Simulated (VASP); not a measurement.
**Si: single point with LDA**

Si:

```
Si
1.0
     2.68606    0.00000    0.00000
    -1.34303    2.32619    0.00000
     0.00000    0.00000    2.34304
Si
1
Cartesian
  0.0000 0.0000 0.0000
```

This cell differs from its parent crystal: strain +0.025 along x and y, -0.050 along z.

```
Program                : VASP 6.6.1
Task                   : single point
Functional             : LDA
Potentials or basis    : VASP PAW LDA potentials, release 64 (Si)
Cutoff                 : 520 eV
k mesh                 : 24 × 24 × 20
Occupations            : gaussian, width 0.15 eV
Spin                   : no spin polarisation
Dipole correction      : no
Further INCAR settings : ALGO = Normal; EDIFF = 1e-07; NBANDS = 8
```

```json
{
  "Pressure": "1.5 GPa",
  "Band gap on the k mesh": "zero (bands 2 and 3 overlap by 12.80 eV)"
}
```

Stress tensor (GPa, compression positive):
```
-4.50  0.00  0.00
 0.00 -4.50  0.00
 0.00  0.00 13.48
```

Levels at points of the mesh, in eV from the Fermi level:
```csv
k point,band 1,band 2,band 3,band 4,band 5
"(0.00, 0.00, 0.00)",-14.12,8.04,8.79,8.79,10.40
"(0.50, 0.00, 0.00)",-8.22,-6.89,4.14,5.89,14.70
"(0.00, 0.00, 0.50)",-8.23,-7.11,13.19,13.19,14.95
"(0.50, 0.00, 0.50)",-2.61,-2.16,-1.39,1.52,8.61
```

Run time: 68 s on 1 thread of Intel Xeon 8259CL (shared host), peak memory 0.17 GiB.

Caveat: the cell differs from its parent crystal (strain +0.025 along x and y, -0.050 along z).
